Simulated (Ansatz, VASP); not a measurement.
**AlMo3C in VASP and in Ansatz**

```
CELL_PARAMETERS angstrom
4.14475 0.00000 0.00000
0.00000 4.14475 0.00000
0.00000 0.00000 4.14475
ATOMIC_POSITIONS crystal
Al 0.00000 0.00000 0.00000
Mo 0.00000 0.50000 0.50000
Mo 0.50000 0.00000 0.50000
Mo 0.50000 0.50000 0.00000
C 0.50000 0.50000 0.50000
```

Alike in both runs: functional PBE; k mesh 4 × 4 × 4; occupations gaussian, width 0.1 eV; no spin polarisation.

Ansatz relaxed the structure, and its values are those at the end. VASP's run is a single point on that final structure, the one shown.

|  | VASP | Ansatz |
| --- | --- | --- |
| version | VASP 6.6.1 | Ansatz 0.2.0 |
| potentials or method | VASP PAW PBE potentials, release 64 (Al, Mo_sv, C), cutoff 520 eV | scalar-relativistic, plane waves, PAW |
| valence electrons in the cell | 49 | 49 |

|  | VASP | Ansatz | Ansatz less VASP |
| --- | --- | --- | --- |
| gap on the k mesh at the Fermi level (eV) | none | none | - |
| pressure (GPa) | 0.3 | -0.1 | -0.33 |

A gap of «none» marks a metal or a gap that the smearing closes. The functional is the same, so the differences come from potentials, cutoffs and numerics.

The k mesh is coarse, so the values compare programs but aren't converged.
